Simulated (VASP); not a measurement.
# HfO2 (Fm-3m) in VASP: a series of runs

HfO2 is run at these levels: LDA, PBEsol; tasks: single point.

Everything below comes from runs of VASP 6.6.1. Logs are shortened: lines on timing, memory, paths and dates and some standing lists are left out, and cuts for length are marked.

## Step 1: The cell of the first run

It takes space group Fm-3m (No. 225, cubic). Conventional cell: a = 5.011 Å, b = 5.011 Å, c = 5.011 Å, α = 90.00°, β = 90.00°, γ = 90.00°. Within 2.9 Å of Hf (site symmetry m-3m) lie 8 O at 2.17 Å. Within 2.9 Å of O (site symmetry -43m) lie 4 Hf at 2.17 Å and 6 O at 2.51 Å.

## Step 2: Single point, LDA (volume scaled by 0.94)

File INCAR:

```
PREC = Accurate ; ENCUT = 520
EDIFF = 1E-6 ; ISMEAR = -1
SIGMA = 0.05 ; LREAL = False
LASPH = True ; NELM = 100
ALGO = Normal ; ISIF = 2
LWAVE = False ; LCHARG = True
LELF = True ; LVHAR = True
NBANDS = 18
```

File KPOINTS:

```
regular mesh
0
Gamma
  9 9 9
```

File POSCAR:

```
HfO2
1.0
    0.0000000000      2.5052914730      2.5052914730
    2.5052914730      0.0000000000      2.5052914730
    2.5052914730      2.5052914730      0.0000000000
Hf O
1 2
Direct
    0.0000000000      0.0000000000      0.0000000000
    0.7500000000      0.7500000000      0.7500000000
    0.2500000000      0.2500000000      0.2500000000
```

Potentials or basis: VASP PAW LDA potentials, release 64 (Hf_pv, O).

Launch:

```sh
$ cat potpaw_LDA.64/Hf_pv/POTCAR potpaw_LDA.64/O/POTCAR > POTCAR
$ mpirun -np 1 vasp_std > vasp.out
```

OUTCAR:

```text
PREC = Accurate
   ENCUT = 520
   EDIFF = 1E-6
   ISMEAR = -1
   LREAL = False
   LASPH = True
   NELM = 100
   ISIF = 2

 ion  position               nearest neighbor table
   1  0.000  0.000  0.000-   2 2.17   3 2.17   2 2.17   2 2.17   2 2.17   3 2.17   3 2.17   3 2.17

   2  0.750  0.750  0.750-   1 2.17   1 2.17   1 2.17   1 2.17
   3  0.250  0.250  0.250-   1 2.17   1 2.17   1 2.17   1 2.17

  LATTYP: Found a face centered cubic cell.
 ALAT       =     5.0105829460

  Lattice vectors:

 A1 = (   0.0000000000,   2.5052914730,   2.5052914730)
 A2 = (   2.5052914730,   0.0000000000,   2.5052914730)
 A3 = (   2.5052914730,   2.5052914730,   0.0000000000)

Analysis of symmetry for initial positions (statically):
=====================================================================
 Subroutine PRICEL returns:
 Original cell was already a primitive cell.

 Routine SETGRP: Setting up the symmetry group for a
 face centered cubic supercell.

 Subroutine GETGRP returns: Found 48 space group operations
[... 9 lines left out ...]

 Routine SETGRP: Setting up the symmetry group for a
 face centered cubic supercell.

 Subroutine GETGRP returns: Found 48 space group operations
[... 11 lines left out ...]
                                     Primitive cell

  volume of cell :      31.4489

  direct lattice vectors                    reciprocal lattice vectors
     0.000000000  2.505291473  2.505291473    -0.199577576  0.199577576  0.199577576
     2.505291473  0.000000000  2.505291473     0.199577576 -0.199577576  0.199577576
     2.505291473  2.505291473  0.000000000     0.199577576  0.199577576 -0.199577576

  length of vectors
     3.543017179  3.543017179  3.543017179     0.345678502  0.345678502  0.345678502

  position of ions in fractional coordinates (direct lattice)
     0.000000000  0.000000000  0.000000000
     0.750000000  0.750000000  0.750000000
     0.250000000  0.250000000  0.250000000

  ion indices of the primitive-cell ions
   primitive index   ion index
                 1           1
                 2           2
                 3           3

----------------------------------------------------------------------------------------

 KPOINTS: regular mesh

Automatic generation of k-mesh.
 Grid dimensions read from file:
 generate k-points for:    9    9    9

 Generating k-lattice:

  Cartesian coordinates                     Fractional coordinates (reciprocal lattice)
    -0.022175286  0.022175286  0.022175286     0.111111111  0.000000000  0.000000000
     0.022175286 -0.022175286  0.022175286     0.000000000  0.111111111  0.000000000
     0.022175286  0.022175286 -0.022175286     0.000000000  0.000000000  0.111111111

  Length of vectors
     0.038408722  0.038408722  0.038408722

  Shift w.r.t. Gamma in fractional coordinates (k-lattice)
     0.000000000  0.000000000  0.000000000

 Subroutine IBZKPT returns following result:
 ===========================================

 Found     35 irreducible k-points:

 Following reciprocal coordinates:
            Coordinates               Weight
  0.000000  0.000000  0.000000      1.000000
  0.111111  0.000000  0.000000      8.000000
  0.222222  0.000000  0.000000      8.000000
  0.333333  0.000000  0.000000      8.000000
  0.444444  0.000000  0.000000      8.000000
  0.111111  0.111111  0.000000      6.000000
[... 16 lines left out ...]
 -0.333333  0.333333  0.000000     12.000000
  0.444444  0.444444  0.000000      6.000000
 [... further k-points ...]
   k-points           NKPTS =     35   k-points in BZ     NKDIM =     35   number of bands    NBANDS=     18
   number of dos      NEDOS =    301   number of ions     NIONS =      3
   total plane-waves  NPLWV =  21952
   dimension x,y,z NGX =    28 NGY =   28 NGZ =   28
   dimension x,y,z NGXF=    56 NGYF=   56 NGZF=   56
   ions per type =               1   2
   NGX,Y,Z   is equivalent  to a cutoff of  13.14, 13.14, 13.14 a.u.
   NGXF,Y,Z  is equivalent  to a cutoff of  26.28, 26.28, 26.28 a.u.
 SYSTEM =  unknown system
   PREC   = accura    normal or accurate (medium, high low for compatibility)
   ISTART =      0    job   : 0-new  1-cont  2-samecut
   ICHARG =      2    charge: 1-file 2-atom 10-const
   ISPIN  =      1    spin polarized calculation?
   LNONCOLLINEAR =      F non collinear calculations
   LSORBIT =      F    spin-orbit coupling
   LASPH  =      T    aspherical Exc in radial PAW
   ENCUT  =  520.0 eV  38.22 Ry    6.18 a.u.   6.59  6.59  6.59*2*pi/ulx,y,z
   NELM   =    100;   NELMIN=  2; NELMDL= -5     # of ELM steps
   EDIFF  = 0.1E-05   stopping-criterion for ELM
   LREAL  =      F    real-space projection
   EDIFFG = 0.1E-04   stopping-criterion for IOM
   NSW    =      0    number of steps for IOM
   IBRION =     -1    ionic relax: 0-MD 1-quasi-New 2-CG
   NFREE  =      0    steps in history (QN), initial steepest desc. (CG)
   ISIF   =      2    stress and relaxation
   ISYM   =      2    0-nonsym 1-usesym 2-fastsym
   POTIM  = 0.5000    time-step for ionic-motion
   TEBEG  =    0.0;   TEEND  =   0.0 temperature during run
   PSTRESS=    0.0 pullay stress
   NELECT =      22.0000    total number of electrons
   NUPDOWN=      -1.0000    fix difference up-down
   EMIN   =  10.00;   EMAX   =-10.00  energy-range for DOS
   EFERMI =   0.00;   METHOD = LEGACY
   ISMEAR =    -1;   SIGMA  =   0.05  broadening in eV -4-tet -1-fermi 0-gaus
   EFERMI_NEDOS =   21; number of points for ismear=-14 and -15
   IALGO  =     38    algorithm
   IMIX   =      4    mixing-type and parameters
     AMIX     =   0.40;   BMIX     =  1.00
     AMIX_MAG =   1.60;   BMIX_MAG =  1.00
  volume/ion in A,a.u.               =      10.48        70.74
  Fermi-wavevector in a.u.,A,eV,Ry     =   1.453274  2.746289 28.735572  2.112005
  Thomas-Fermi vector in A             =   2.570559
   LORBIT       =      0    0 simple, 1 ext, 2 COOP (PROOUT), +10 PAW based schemes
   GGA     = CA    functional components
   LHFCALC =     F    Hartree Fock is set to
   AEXX    =    0.0000 exact exchange contribution
   IVDW    =     0    specifies the selected vdW correction
   LEPSILON=     F    determine dielectric tensor
   LRPA    =     F    only Hartree local field effects (RPA)
 non-spin polarized calculation
  energy-cutoff  :      520.00
  volume of cell :       31.45
 maximum number of plane-waves:       869
   NGX = 13   NGY = 13   NGZ = 13

 number of electron      21.9999998 magnetization

 Free energy of the ion-electron system (eV)
  ---------------------------------------------------
  ext. energy  EPLUGINS =         0.00000000
  ---------------------------------------------------
  free energy    TOTEN  =       -33.06364793 eV

  energy without entropy =      -33.06364793  energy(sigma->0) =      -33.06364793

 E-fermi :   5.3812     XC(G=0): -12.4984

 val. band max:        4.3136993648   @ k =  -0.4444   0.4444   0.0000
 cond. band min:       8.1208529104   @ k =   0.4444   0.4444   0.0000
 fundamental gap:      3.8071535455
 Fermi energy:         5.3811658966

 k-point     1 :       0.0000    0.0000    0.0000
  band No.  band energies     occupation
      1     -24.9691      2.00000
      2     -24.9691      2.00000
      3     -24.9691      2.00000
      4     -14.3319      2.00000
      5     -10.9866      2.00000
      6      -1.2614      2.00000
[... 10 lines left out ...]
     17      15.1856      0.00000
     18      17.1774      0.00000

 k-point     2 :       0.1111    0.0000    0.0000
  band No.  band energies     occupation
      1     -25.0358      2.00000
      2     -24.9763      2.00000
      3     -24.9763      2.00000
      4     -14.1436      2.00000
      5     -11.1452      2.00000
      6      -1.1347      2.00000
[... 10 lines left out ...]
     17      14.9459      0.00000
     18      17.1739      0.00000

 k-point     3 :       0.2222    0.0000    0.0000
  band No.  band energies     occupation
      1     -25.1982      2.00000
      2     -24.9943      2.00000
      3     -24.9943      2.00000
      4     -13.6770      2.00000
      5     -11.4828      2.00000
      6      -0.8090      2.00000
[... 10 lines left out ...]
     17      14.4795      0.00000
     18      17.1452      0.00000

 k-point     4 :       0.3333    0.0000    0.0000
  band No.  band energies     occupation
      1     -25.3725      2.00000
      2     -25.0147      2.00000
      3     -25.0147      2.00000
      4     -13.2109      2.00000
      5     -11.7189      2.00000
      6      -0.4428      2.00000
[... 10 lines left out ...]
     17      14.1578      0.00000
     18      16.7429      0.00000

 k-point     5 :       0.4444    0.0000    0.0000
  band No.  band energies     occupation
      1     -25.4811      2.00000
      2     -25.0279      2.00000
      3     -25.0279      2.00000
      4     -13.0182      2.00000
      5     -11.7141      2.00000
      6      -0.2228      2.00000
[... 10 lines left out ...]
     17      14.0685      0.00000
     18      17.0138      0.00000

 k-point     6 :       0.1111    0.1111    0.0000
  band No.  band energies     occupation
      1     -25.0414      2.00000
      2     -24.9869      2.00000
      3     -24.9869      2.00000
      4     -14.0778      2.00000
      5     -11.1987      2.00000
      6      -1.1140      2.00000
[... 307 lines left out ...]
 k-point    21 :       0.4444    0.3333    0.0000
  band No.  band energies     occupation
      1     -25.4528      2.00000
      2     -25.1273      2.00000
      3     -25.0971      2.00000
      4     -12.3055      2.00000
      5     -12.1876      2.00000
      6      -1.7418      2.00000
[... 10 lines left out ...]
     17      15.5533      0.00000
     18      17.1678      0.00000

 k-point    22 :      -0.4444    0.3333    0.0000
  band No.  band energies     occupation
      1     -25.4352      2.00000
      2     -25.2137      2.00000
      3     -25.0928      2.00000
      4     -12.3513      2.00000
      5     -12.0089      2.00000
      6      -1.7450      2.00000
[... 10 lines left out ...]
     17      16.6676      0.00000
     18      17.1639      0.00000

 k-point    23 :      -0.3333    0.3333    0.0000
  band No.  band energies     occupation
      1     -25.3431      2.00000
      2     -25.3092      2.00000
      3     -25.0714      2.00000
      4     -12.3693      2.00000
      5     -12.0310      2.00000
      6      -1.2985      2.00000
[... 10 lines left out ...]
     17      16.3900      0.00000
     18      17.1529      0.00000

 k-point    24 :       0.4444    0.4444    0.0000
  band No.  band energies     occupation
      1     -25.5091      2.00000
      2     -25.1153      2.00000
      3     -25.1153      2.00000
      4     -12.4038      2.00000
      5     -11.9550      2.00000
      6      -2.2933      2.00000
[... 10 lines left out ...]
     17      16.5971      0.00000
     18      17.1740      0.00000

 [... further k-points ...]
[... 5 lines left out ...]
  --------------------------------------------------------------------------------------
  -------------------------------------------------------------------------------------
  Total       -0.9386773     -0.9386773     -0.9386773      0.0000000      0.0000000      0.0000000
  in kB      -47.8213835    -47.8213835    -47.8213835      0.0000000      0.0000000      0.0000000
  external PRESSURE =     -47.8213835 kB  Pullay stress =       0.0000000 kB

 VOLUME and BASIS-vectors are now :
 -----------------------------------------------------------------------------
  energy-cutoff  :      520.00
  volume of cell :       31.45
      direct lattice vectors                 reciprocal lattice vectors
     0.000000000  2.505291473  2.505291473    -0.199577576  0.199577576  0.199577576
     2.505291473  0.000000000  2.505291473     0.199577576 -0.199577576  0.199577576
     2.505291473  2.505291473  0.000000000     0.199577576  0.199577576 -0.199577576

 POSITION                                       TOTAL-FORCE (eV/Angst)
 -----------------------------------------------------------------------------------
      0.00000      0.00000      0.00000         0.000000      0.000000     -0.000000
      3.75794      3.75794      3.75794        -0.000000     -0.000000      0.000000
      1.25265      1.25265      1.25265         0.000000      0.000000     -0.000000
 -----------------------------------------------------------------------------------
    total drift:                                0.000000      0.000000      0.000000

  FREE ENERGIE OF THE ION-ELECTRON SYSTEM (eV)
  ---------------------------------------------------
  free  energy   TOTEN  =       -33.0636479311 eV

  energy  without entropy=      -33.0636479311  energy(sigma->0) =      -33.06364793
```

It took 7.9 s on 1 thread of Intel Xeon 6975P-C (Granite Rapids), shared host; peak memory 0.15 GiB.

What came out:

```
Free energy            : -33.0636 eV
Pressure               : -4.8 GPa
Band gap on the k mesh : 3.81 eV, indirect (least direct gap 3.93 eV)
```

Levels at points of the mesh, in eV from the valence-band top:
| k point | band 7 | band 8 | band 9 | band 10 | band 11 | band 12 | band 13 | band 14 | band 15 | band 16 |
| --- | --- | --- | --- | --- | --- | --- | --- | --- | --- | --- |
| (0.00, 0.00, 0.00) | -5.58 | -5.58 | -0.58 | -0.58 | -0.58 | 3.82 | 3.82 | 6.03 | 10.87 | 10.87 |

Caveat: spin-orbit coupling is left out, which moves the levels of the heavy elements.

(Continued in part 2 of 2.)
